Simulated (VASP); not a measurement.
# Ta (Fd-3m) in VASP: further runs, part 2 of 2

VASP 6.6.1. The steps go on from the part before.

## 3. Single point, PBE (volume scaled by 0.88)

INCAR reads:

```
SYSTEM = Ta
ALGO = Normal
EDIFF = 1E-7
ENCUT = 520
GGA = PE
ISIF = 2
ISMEAR = -1
LASPH = .TRUE.
LCHARG = .FALSE.
LREAL = .FALSE.
LWAVE = .FALSE.
NBANDS = 18
NELM = 100
PREC = Accurate
SIGMA = 0.08
```

KPOINTS reads:

```
k-points
0
G
  12 12 12
  0 0 0
```

POSCAR reads:

```
Ta
1.0
    0.0000000000      2.9243541752      2.9243541752
    2.9243541752      0.0000000000      2.9243541752
    2.9243541752      2.9243541752      0.0000000000
Ta
2
Direct
   -0.1250000000     -0.1250000000     -0.1250000000
    0.1250000000      0.1250000000      0.1250000000
```

Potentials or basis: VASP PAW PBE potentials, release 64 (Ta_pv).

The run is started by

```console
> cat potpaw_PBE.64/Ta_pv/POTCAR > POTCAR
> mpirun -np 1 vasp_std > vasp.out
```

OUTCAR:

```text
SYSTEM = Ta
   EDIFF = 1E-7
   ENCUT = 520
   GGA = PE
   ISIF = 2
   ISMEAR = -1
   LASPH = .TRUE.
   LREAL = .FALSE.
   NELM = 100
   PREC = Accurate

 ion  position               nearest neighbor table
   1  0.875  0.875  0.875-   2 2.53   2 2.53   2 2.53   2 2.53
   2  0.125  0.125  0.125-   1 2.53   1 2.53   1 2.53   1 2.53

  LATTYP: Found a face centered cubic cell.
 ALAT       =     5.8487083504

  Lattice vectors:

 A1 = (   0.0000000000,   2.9243541752,   2.9243541752)
 A2 = (   2.9243541752,   0.0000000000,   2.9243541752)
 A3 = (   2.9243541752,   2.9243541752,   0.0000000000)

Analysis of symmetry for initial positions (statically):
=====================================================================
 Subroutine PRICEL returns:
 Original cell was already a primitive cell.

 Routine SETGRP: Setting up the symmetry group for a
 face centered cubic supercell.

 Subroutine GETGRP returns: Found 48 space group operations
 (whereof 12 operations were pure point group operations)
 out of a pool of 48 trial point group operations.

The static configuration has the point symmetry D_3d.
 The point group associated with its full space group is O_h .
[... 158 lines left out ...]

  energy without entropy =      -17.60118134  energy(sigma->0) =      -17.63940865

 E-fermi :   2.7846     XC(G=0): -10.5843

 val. band max:        2.7720730450   @ k =   0.3333   0.0000   0.0000
 cond. band min:       2.7943154433   @ k =   0.4167   0.2500   0.0000
 fundamental gap:      0.0222423983
 Fermi energy:         2.7846013107

 k-point     1 :       0.0000    0.0000    0.0000
  band No.  band energies     occupation
      1     -31.3683      2.00000
      2     -31.3683      2.00000
      3     -31.3683      2.00000
      4     -30.2518      2.00000
      5     -30.2518      2.00000
      6     -30.2518      2.00000
[... 481 lines left out ...]
      5     -30.0851      2.00000
      6     -30.0161      2.00000
[... 10 lines left out ...]
     17       8.5027      0.00000
     18       8.6896      0.00000

 [... further k-points ...]

------------------------ aborting loop because EDIFF is reached ----------------------------------------

  FORCE on cell =-STRESS in cart. coord.  units (eV):
  Direction    XX          YY          ZZ          XY          YZ          ZX
  --------------------------------------------------------------------------------------
  -------------------------------------------------------------------------------------
  Total        3.5255635      3.5255635      3.5255635      0.0000000      0.0000000      0.0000000
  in kB      112.9325722    112.9325722    112.9325722      0.0000000      0.0000000      0.0000000
  external PRESSURE =     112.9325722 kB  Pullay stress =       0.0000000 kB

 VOLUME and BASIS-vectors are now :
 -----------------------------------------------------------------------------
  energy-cutoff  :      520.00
  volume of cell :       50.02
      direct lattice vectors                 reciprocal lattice vectors
     0.000000000  2.924354175  2.924354175    -0.170977922  0.170977922  0.170977922
     2.924354175  0.000000000  2.924354175     0.170977922 -0.170977922  0.170977922
     2.924354175  2.924354175  0.000000000     0.170977922  0.170977922 -0.170977922

 POSITION                                       TOTAL-FORCE (eV/Angst)
 -----------------------------------------------------------------------------------
      5.11762      5.11762      5.11762        -0.000000     -0.000000      0.000000
      0.73109      0.73109      0.73109         0.000000      0.000000     -0.000000
 -----------------------------------------------------------------------------------
    total drift:                                0.000000      0.000000     -0.000000

  FREE ENERGIE OF THE ION-ELECTRON SYSTEM (eV)
  ---------------------------------------------------
  free  energy   TOTEN  =       -17.6776359633 eV

  energy  without entropy=      -17.6011813447  energy(sigma->0) =      -17.63940865
```

OSZICAR:

```text
N       E                     dE             d eps       ncg     rms          rms(c)
DAV:   1     0.172012467128E+03    0.17201E+03   -0.12661E+04  2592   0.119E+03
DAV:   2    -0.134147586678E+02   -0.18543E+03   -0.18230E+03  3112   0.337E+02
DAV:   3    -0.178653502523E+02   -0.44506E+01   -0.43620E+01  3192   0.493E+01
DAV:   4    -0.179125963176E+02   -0.47246E-01   -0.47115E-01  3182   0.520E+00
DAV:   5    -0.179130401665E+02   -0.44385E-03   -0.44377E-03  3160   0.483E-01    0.147E+01
DAV:   6    -0.177313938652E+02    0.18165E+00   -0.25467E-01  3294   0.381E+00    0.809E+00
DAV:   7    -0.176803357802E+02    0.51058E-01   -0.14072E-01  3284   0.321E+00    0.924E-01
DAV:   8    -0.176775551936E+02    0.27806E-02   -0.14189E-02  3062   0.744E-01    0.103E-01
DAV:   9    -0.176776286840E+02   -0.73490E-04   -0.20917E-04  2982   0.109E-01    0.468E-02
DAV:  10    -0.176776365145E+02   -0.78305E-05   -0.14326E-05  3132   0.314E-02    0.296E-03
DAV:  11    -0.176776362593E+02    0.25518E-06   -0.64764E-07  3156   0.605E-03    0.315E-03
DAV:  12    -0.176776359151E+02    0.34422E-06   -0.77524E-08  1636   0.214E-03    0.620E-04
DAV:  13    -0.176776359633E+02   -0.48220E-07   -0.52246E-09  1470   0.562E-04
   1 F= -.17677636E+02 E0= -.17639409E+02  d E =-.764546E-01
```

Run time: 42 s. Hardware: 1 thread of Intel Xeon 6975P-C, shared host; peak memory 0.2 GiB.

What came out:

```yaml
Free_energy: -17.6776 eV
Pressure: 11.3 GPa
Band_gap_on_the_k_mesh: zero (band 11 reaches 3.40 eV, above the bottom of band 12 at 2.31 eV)
```

Caveat: the cell differs from its parent crystal (volume scaled by 0.88); spin-orbit coupling is left out, which moves the levels of the heavy elements.

## 4. Single point, PBE

This run uses another cell than the first one, of 28.42 Å³/atom, 1.282 times its volume.

INCAR reads:

```
SYSTEM = Ta
ALGO = Normal
EDIFF = 1E-6
ENCUT = 520
GGA = PE
ISIF = 2
ISMEAR = -1
LASPH = .True.
LCHARG = .False.
LREAL = .False.
LWAVE = .False.
NBANDS = 18
NELM = 60
PREC = Accurate
SIGMA = 0.08
```

KPOINTS reads:

```
k-points
0
Gamma
  12 12 12
  0 0 0
```

POSCAR reads:

```
Ta
1.0
    0.0000000000      3.0516571939      3.0516571939
    3.0516571939      0.0000000000      3.0516571939
    3.0516571939      3.0516571939      0.0000000000
Ta
2
Direct
   -0.1250000000     -0.1250000000     -0.1250000000
    0.1250000000      0.1250000000      0.1250000000
```

The run is started by

```console
> cat potpaw_PBE.64/Ta_pv/POTCAR > POTCAR
> mpirun -np 1 vasp_std > vasp.out
```

Wall time 40 s (1 thread of Intel Xeon 6975P-C, shared host); peak memory 0.21 GiB.

Results (log left out):

- Free energy: -17.9004 eV
- Pressure: 0.1 GPa
- Band gap on the k mesh: zero (band 11 reaches 2.68 eV, above the bottom of band 12 at 1.65 eV)

Levels at points of the mesh, in eV from the Fermi level:
```csv
k point,band 9,band 10,band 11,band 12,band 13,band 14
"(0.00, 0.00, 0.00)",-0.95,-0.29,-0.29,-0.29,2.01,2.01
"(0.50, 0.00, 0.00)",-0.83,-0.83,-0.35,-0.35,-0.15,3.15
"(0.50, 0.50, 0.00)",-1.07,-1.07,-0.24,-0.24,1.81,1.81
```

Caveat: spin-orbit coupling is left out, which moves the levels of the heavy elements.

## 5. Overview

| cell | gap on the mesh (eV) | pressure (GPa) |
| --- | --- | --- |
| a = 3.973 Å, angles 60.0°, 2 atoms | none | 26.9 |
| a = 4.136 Å, angles 60.0°, 2 atoms | none | 11.3 |
| a = 4.316 Å, angles 60.0°, 2 atoms | none | 0.1 |

Alike in all rows: task single point; level PBE; potentials or basis VASP PAW PBE potentials, release 64 (Ta_pv); no spin polarisation; k mesh 12 × 12 × 12; cutoff (eV) 520; smearing fermi-dirac 0.08 eV.

Caveats: spin-orbit coupling is left out, which moves the levels of the heavy elements.

Absolute energies hang on the potentials; compare differences alone.
